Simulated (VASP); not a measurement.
Input of a VASP 6.6.1 run:

The input INCAR:

```
SYSTEM = AlP
PREC = Accurate
ENCUT = 500
EDIFF = 1E-6
ISMEAR = 0
SIGMA = 0.01
LREAL = .False.
LASPH = .True.
NELM = 120
ALGO = Normal
ISIF = 2
LWAVE = .False.
LCHARG = .False.
GGA = PE
NBANDS = 11
GGA_COMPAT = .False.
```

KPOINTS

```
regular mesh
0
Gamma
  6 6 6
  0 0 0
```

Contents of POSCAR:

```
AlP
1.0
    0.0000000000      2.6975750728      2.6975750728
    2.6975750728      0.0000000000      2.6975750728
    2.6975750728      2.6975750728      0.0000000000
Al P
1 1
Direct
    0.0000000000      0.0000000000      0.0000000000
    0.2500000000      0.2500000000      0.2500000000
```

Potentials or basis: VASP PAW PBE potentials, release 64 (Al, P).

The run is started by

```sh
$ cat potpaw_PBE.64/Al/POTCAR potpaw_PBE.64/P/POTCAR > POTCAR
$ mpirun -np 1 vasp_std > vasp.out
```

(1) Predict the pressure.

(2) What does it give for the band gap on the k mesh?

Results:

(1) 5.8 GPa.

(2) 1.50 eV, indirect (least direct gap 3.61 eV).
